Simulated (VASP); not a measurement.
## AlNi3: single point with PBEsol

Crystal: AlNi3.

```
Ni Al
1.0
     3.52305    0.00000    0.00000
     0.00000    3.52305    0.00000
     0.00000    0.00000    3.52305
Ni Al
3 1
Direct
  0.50000 0.50000 0.00000
  0.50000 0.00000 0.50000
  0.00000 0.50000 0.50000
  0.00000 0.00000 0.00000
```

```yaml
Program: VASP 6.6.1
Task: single point
Functional: PBEsol
Potentials_or_basis: VASP PAW PBE potentials, release 64 (Ni_sv_GW, Al)
Cutoff: 590 eV
k_mesh: 6 × 6 × 6
Occupations: fermi-dirac, width 0.05 eV
Spin: collinear spin, ferromagnetic start
Starting_moments: "[0.266667, 0.266667, 0.266667, 0.0] μB"
Fixed_moment: 0.8 μB
```

```json
{
  "Pressure": "-3.6 GPa",
  "Net moment": "0.80 μB per cell",
  "Site moments": "Ni +0.29; Al -0.01 μB",
  "Valence electrons inside the program's atomic spheres": "Ni 16.44; Al 0.82"
}
```

Wall time 90 s on 1 thread of Intel(R) Xeon(R) Platinum 8488C (Sapphire Rapids), on a shared host, peak memory 0.22 GiB.

Caveat: the PAW data sets were made with another functional, which shifts forces and pressure a little; the total moment is fixed, so each spin has its own Fermi level.
